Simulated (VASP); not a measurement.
A run of VASP 6.6.1 is set up as follows.

File INCAR:

```
  PREC = Accurate
  ENCUT = 600
  EDIFF = 1E-6
  ISMEAR = 0
  SIGMA = 0.1
  LREAL = False
  LASPH = True
  NELM = 120
  ALGO = Normal
  ISIF = 2
  LWAVE = False
  LCHARG = False
  GGA = PE
  NBANDS = 26
  GGA_COMPAT = False
```

Contents of KPOINTS:

```
Automatic mesh
0
Gamma
  12 12 14
```

The input POSCAR:

```
Ir3C2
1.0
    5.5787165563      0.0000000000      0.0000000000
   -2.7893582782      4.8313102583      0.0000000000
    0.0000000000      0.0000000000      2.7435591882
Ir C
3 2
Direct
    0.5000000000      0.0000000000      0.5000000000
    0.0000000000      0.5000000000      0.5000000000
    0.5000000000      0.5000000000      0.5000000000
    0.6666666667      0.3333333333      0.0000000000
    0.3333333333      0.6666666667      0.0000000000
```

Potentials or basis: VASP PAW PBE potentials, release 64 (Ir, C).

Run with:

```sh
$ cat potpaw_PBE.64/Ir/POTCAR potpaw_PBE.64/C/POTCAR > POTCAR
$ mpirun -np 1 vasp_std > vasp.out
```

(1) Estimate the pressure.

## Answers

(1) 1.2 GPa.
